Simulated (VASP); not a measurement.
# SnO2 (C2/m) in VASP: further runs, part 2 of 2

VASP 6.6.1. Earlier steps stand in the parts before.

### Step 3. Single point, PBE+D3(BJ) (strain +0.0050 x Voigt [0, 1, 0, 0, 0, 0])

The input, INCAR:

```
SYSTEM = SnO2
PREC = Accurate ; ENCUT = 520
EDIFF = 1E-6 ; ISMEAR = 0
SIGMA = 0.05 ; LREAL = .FALSE.
LASPH = .TRUE. ; NELM = 100
ALGO = Normal ; ISIF = 2
LWAVE = .FALSE. ; LCHARG = .TRUE.
GGA = PE ; IVDW = 12
LELF = .TRUE. ; LVHAR = .TRUE.
NBANDS = 20
```

The input, KPOINTS:

```
Automatic mesh
0
G
  12 12 12
  0 0 0
```

The input, POSCAR:

```
SnO2
1.0
    1.6170930752      0.9382972679      4.8005925840
   -1.6170930752      0.9382972679      4.8005925840
    0.0000000000     -1.8765945358      4.8005925840
Sn O
1 2
Direct
    0.5000000000      0.5000000000      0.5000000000
    0.2371700000      0.2371700000      0.2371700000
    0.7628300000      0.7628300000      0.7628300000
```

Potentials or basis: VASP PAW PBE potentials, release 64 (Sn_d, O).

The run is started by

```sh
cat potpaw_PBE.64/Sn_d/POTCAR potpaw_PBE.64/O/POTCAR > POTCAR
mpirun -np 1 vasp_std > vasp.out
```

OUTCAR:

```text
SYSTEM = SnO2
   PREC = Accurate
   ENCUT = 520
   EDIFF = 1E-6
   ISMEAR = 0
   LREAL = .FALSE.
   LASPH = .TRUE.
   NELM = 100
   ISIF = 2
   GGA = PE
   IVDW = 12
 IVDW          = 12

 ion  position               nearest neighbor table
   1  0.500  0.500  0.500-   2 2.13   2 2.13   3 2.13   3 2.13   2 2.13   3 2.13
   2  0.237  0.237  0.237-   1 2.13   1 2.13   1 2.13
   3  0.763  0.763  0.763-   1 2.13   1 2.13   1 2.13

  LATTYP: Found a base centered monoclinic cell.
 ALAT       =     5.6297836074
 B/A-ratio  =     0.5744778798
 C/A-ratio  =     0.9155498099
 COS(beta)  =    -0.3640799547
[... 748 lines left out ...]

 E8    (eV) :    -0.2074

  FORCE on cell =-STRESS in cart. coord.  units (eV):
  Direction    XX          YY          ZZ          XY          YZ          ZX
  --------------------------------------------------------------------------------------
  -------------------------------------------------------------------------------------
  Total      -0.64861    -0.89940    -0.86275     0.00000    -0.00199     0.00000
  in kB     -23.77798   -32.97184   -31.62834     0.00000    -0.07309     0.00000
  external pressure =      -29.46 kB  Pullay stress =        0.00 kB

 VOLUME and BASIS-vectors are now :
 -----------------------------------------------------------------------------
  energy-cutoff  :      520.00
  volume of cell :       43.70
      direct lattice vectors                 reciprocal lattice vectors
     1.617093075  0.938297268  4.800592584     0.309196797  0.177626721  0.069435872
    -1.617093075  0.938297268  4.800592584    -0.309196797  0.177626721  0.069435872
     0.000000000 -1.876594536  4.800592584     0.000000000 -0.355253441  0.069435872

 POSITION                                       TOTAL-FORCE (eV/Angst)
 -----------------------------------------------------------------------------------
      0.00000      0.00000      7.20089         0.000000      0.000000     -0.000000
      0.00000      0.00000      3.41567         0.000000      0.001589     -0.119398
      0.00000      0.00000     10.98611         0.000000     -0.001589      0.119398
 -----------------------------------------------------------------------------------
    total drift:                                0.000000      0.000000      0.000000

  FREE ENERGIE OF THE ION-ELECTRON SYSTEM (eV)
  ---------------------------------------------------
  free  energy   TOTEN  =       -18.7263094256 eV

  energy  without entropy=      -18.7263094256  energy(sigma->0) =      -18.72630943
```

stdout:

```text
POSCAR found type information on POSCAR SnO
 POSCAR found :  2 types and       3 ions
 scaLAPACK will be used
 LDA part: xc-table for (Slater+PW92), standard interpolation
 POSCAR, INCAR and KPOINTS ok, starting setup
 FFT: planning ... GRIDC
 FFT: planning ... GRID_SOFT
 FFT: planning ... GRID
 WAVECAR not read
 entering main loop
```

Wall time 17 min (1 thread of Oxide Virtual Turin-like, shared host); peak memory 0.49 GiB.

What came out:

| Item | Value |
| --- | --- |
| Free energy | -18.7263 eV |
| Pressure | -2.9 GPa |
| Largest force | 0.119 eV/Å |
| Band gap on the k mesh | 1.86 eV (least direct gap 1.97 eV) |
| Dispersion energy per atom | -0.176 eV |

Forces in eV/Å, atoms in the order of the input:
```
Sn   0.000  0.000  0.000
O    0.000  0.002 -0.119
O    0.000 -0.002  0.119
```

Levels at points of the mesh, in eV from the valence-band top:
| k point | band 11 | band 12 | band 13 | band 14 | band 15 | band 16 |
| --- | --- | --- | --- | --- | --- | --- |
| (0.00, 0.00, 0.00) | -0.91 | -0.90 | -0.11 | 1.86 | 5.67 | 10.90 |
| (0.50, 0.00, 0.00) | -1.45 | -0.61 | -0.56 | 5.23 | 7.65 | 9.99 |
| (0.50, 0.50, 0.00) | -1.13 | -0.45 | -0.02 | 4.99 | 6.88 | 10.60 |
| (0.00, 0.00, 0.50) | -1.46 | -0.59 | -0.56 | 5.24 | 7.70 | 9.95 |
| (0.50, 0.00, 0.50) | -1.12 | -0.47 | -0.03 | 4.97 | 6.84 | 10.64 |
| (0.50, 0.50, 0.50) | -1.24 | -0.86 | -0.85 | 3.11 | 5.60 | 11.07 |

Caveat: the cell differs from its parent crystal (strain +0.0050 x Voigt [0, 1, 0, 0, 0, 0]); spin-orbit coupling is left out, which moves the levels of the heavy elements. A k mesh can miss the band edges.

### Step 4. Single point, PBE+D3(BJ) (strain +0.0150 x Voigt [0, 1, 0, 0, 0, 0])

The input, INCAR:

```
ALGO = Normal
EDIFF = 1E-7
ENCUT = 520
GGA = PE
ISIF = 2
ISMEAR = 0
IVDW = 12
LASPH = True
LCHARG = False
LREAL = False
LWAVE = False
NBANDS = 20
NELM = 100
PREC = Accurate
SIGMA = 0.05
```

The input, KPOINTS:

```
k-points
0
Gamma
  12 12 12
```

The input, POSCAR:

```
SnO2
1.0
    1.6170930752      0.9476335591      4.8005925840
   -1.6170930752      0.9476335591      4.8005925840
    0.0000000000     -1.8952671182      4.8005925840
Sn O
1 2
Direct
    0.5000000000      0.5000000000      0.5000000000
    0.2371700000      0.2371700000      0.2371700000
    0.7628300000      0.7628300000      0.7628300000
```

The run is started by

```sh
cat potpaw_PBE.64/Sn_d/POTCAR potpaw_PBE.64/O/POTCAR > POTCAR
mpirun -np 1 vasp_std > vasp.out
```

Run time: 19 min. Hardware: 1 thread of Oxide Virtual Turin-like, shared host; peak memory 0.5 GiB.

It converged, with:

```yaml
Free_energy: -18.7140 eV
Pressure: -4.5 GPa
Largest_force: 0.206 eV/Å
Band_gap_on_the_k_mesh: 1.76 eV (least direct gap 1.87 eV)
Dispersion_energy_per_atom: -0.174 eV
```

Forces in eV/Å, atoms in the order of the input:
```
Sn   0.000  0.000  0.000
O    0.000 -0.002 -0.205
O    0.000  0.002  0.205
```

Stress tensor (GPa, compression positive):
```
-3.49  0.00  0.00
 0.00 -6.14 -0.07
 0.00 -0.07 -3.81
```

Levels at points of the mesh, in eV from the valence-band top:
| k point | band 9 | band 10 | band 11 | band 12 | band 13 | band 14 | band 15 | band 16 | band 17 | band 18 |
| --- | --- | --- | --- | --- | --- | --- | --- | --- | --- | --- |
| (0.00, 0.00, 0.00) | -1.29 | -1.26 | -0.96 | -0.90 | -0.10 | 1.76 | 5.59 | 10.68 | 10.92 | 11.55 |
| (0.50, 0.00, 0.00) | -4.05 | -2.95 | -1.43 | -0.63 | -0.57 | 5.09 | 7.54 | 9.90 | 12.22 | 12.39 |
| (0.50, 0.50, 0.00) | -4.29 | -2.94 | -1.13 | -0.44 | -0.01 | 4.89 | 6.86 | 10.42 | 11.12 | 12.51 |
| (0.00, 0.00, 0.50) | -4.06 | -2.84 | -1.45 | -0.58 | -0.56 | 5.14 | 7.69 | 9.76 | 12.21 | 12.57 |
| (0.50, 0.00, 0.50) | -4.28 | -3.04 | -1.10 | -0.49 | -0.05 | 4.83 | 6.74 | 10.54 | 11.19 | 12.33 |
| (0.50, 0.50, 0.50) | -1.37 | -1.32 | -1.22 | -0.91 | -0.85 | 3.01 | 5.52 | 10.85 | 11.10 | 12.11 |

Caveat: the cell differs from its parent crystal (strain +0.0150 x Voigt [0, 1, 0, 0, 0, 0]); the cell stands under tension; spin-orbit coupling is left out, which moves the levels of the heavy elements. A k mesh can miss the band edges.

### Step 5. The runs side by side

| cell | gap on the mesh (eV) | pressure (GPa) | largest force (eV/Å) |
| --- | --- | --- | --- |
| a = 5.154, b = 5.154, c = 5.165 Å, angles 37.1, 37.1, 36.6°, 3 atoms | 1.71 | -5.2 | 0.25 |
| a = 5.152, b = 5.152, c = 5.154 Å, angles 36.7, 36.7, 36.6°, 3 atoms | 1.86 | -2.9 | 0.12 |
| a = 5.154, b = 5.154, c = 5.161 Å, angles 37.0, 37.0, 36.6°, 3 atoms | 1.76 | -4.5 | 0.21 |

Alike in all rows: task single point; level PBE+D3(BJ); potentials or basis VASP PAW PBE potentials, release 64 (Sn_d, O); no spin polarisation; k mesh 12 × 12 × 12; cutoff (eV) 520; smearing gaussian 0.05 eV.

Caveats: spin-orbit coupling is left out, which moves the levels of the heavy elements; the cell stands under tension (at least some runs).

Absolute energies hang on the potentials; compare differences alone.
